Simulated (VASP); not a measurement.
A run of VASP 6.6.1 is set up as follows.

The input POSCAR:

```
Sb
1.0
    4.1292798844      0.0000000000      0.0000000000
   -2.0646399422      3.5760612792      0.0000000000
    0.0000000000      0.0000000000     26.8552477996
Sb
2
Direct
    0.3333333333      0.6666666667      0.3146272447
    0.6666666667      0.3333333333      0.3752797723
```

The input INCAR.step1:

```
SYSTEM = Sb
ALGO     = Normal         ! electronic algorithm
DIPOL    = 0.5 0.5 0.345
EDIFF    = 1E-5           ! SCF threshold, eV
EDIFFG   = -0.005         ! ionic threshold
ENCUT    = 550            ! plane-wave cutoff, eV
GGA      = PE             ! functional
GGA_COMPAT= .FALSE.      
IBRION   = 2              ! ionic algorithm
IDIPOL   = 3            
ISIF     = 3              ! what is computed and relaxed
ISMEAR   = -1             ! smearing method
LASPH    = .TRUE.         ! aspherical terms in the spheres
LATTICE_CONSTRAINTS= .TRUE. .TRUE. .FALSE.
LCHARG   = .FALSE.        ! write CHGCAR
LDIPOL   = .TRUE.       
LREAL    = .FALSE.        ! projectors in reciprocal space
LWAVE    = .TRUE.         ! write WAVECAR
NELM     = 120            ! most SCF steps
NELMDL   = -8           
NELMIN   = 4            
NSW      = 100            ! ionic steps
PREC     = Accurate       ! precision mode
SIGMA    = 0.02           ! smearing width, eV
```

The input INCAR.step2:

```
SYSTEM = Sb
ALGO     = Normal         ! electronic algorithm
DIPOL    = 0.5 0.5 0.345
EDIFF    = 1E-7           ! SCF threshold, eV
EDIFFG   = -0.005         ! ionic threshold
ENCUT    = 550            ! plane-wave cutoff, eV
GGA_COMPAT= .FALSE.      
IBRION   = 2              ! ionic algorithm
IDIPOL   = 3            
ISIF     = 3              ! what is computed and relaxed
ISMEAR   = -1             ! smearing method
ISTART   = 1            
LASPH    = .TRUE.         ! aspherical terms in the spheres
LATTICE_CONSTRAINTS= .TRUE. .TRUE. .FALSE.
LCHARG   = .FALSE.        ! write CHGCAR
LDIPOL   = .TRUE.       
LMIXTAU  = .TRUE.       
LREAL    = .FALSE.        ! projectors in reciprocal space
LWAVE    = .FALSE.        ! write WAVECAR
METAGGA  = R2SCAN         ! meta-GGA
NELM     = 120            ! most SCF steps
NELMIN   = 4            
NSW      = 80             ! ionic steps
PREC     = Accurate       ! precision mode
SIGMA    = 0.02           ! smearing width, eV
```

Contents of KPOINTS:

```
k-points
0
G
  6 6 1
  0 0 0
```

Potentials or basis: VASP PAW PBE potentials, release 64 (Sb).

Run with:

```console
$ cat potpaw_PBE.64/Sb/POTCAR > POTCAR
$ cp INCAR.step1 INCAR
$ mpirun -np 1 vasp_std > vasp.out
$ cp INCAR.step2 INCAR
$ mpirun -np 1 vasp_std > vasp.out
```

Question: What does it give for the band gap on the k mesh?

Answer: 1.59 eV (least direct gap 2.00 eV).

Question: Predict the space group after relaxing (to 0.1 Å).

Answer: P-3m1 (No. 164).

Question: Estimate the relaxed cell.

Answer: a = 4.104 Å, b = 4.104 Å, c = 26.855 Å, α = 90.00°, β = 90.00°, γ = 120.00°.

Final structure:
```cif
data_structure
_symmetry_space_group_name_H-M 'P 1'
_symmetry_Int_Tables_number 1
_cell_length_a 4.1038
_cell_length_b 4.1038
_cell_length_c 26.8552
_cell_angle_alpha 90.000
_cell_angle_beta 90.000
_cell_angle_gamma 120.000
_cell_volume 391.69
loop_
_atom_site_label
_atom_site_type_symbol
_atom_site_fract_x
_atom_site_fract_y
_atom_site_fract_z
_atom_site_occupancy
Sb1 Sb 0.33333 0.66667 0.31478 1
Sb2 Sb 0.66667 0.33333 0.37513 1
```

Caveat: the relaxation moved the vacuum too, so the length across it says nothing of the material; spin-orbit coupling is left out, which moves the levels of the heavy elements.
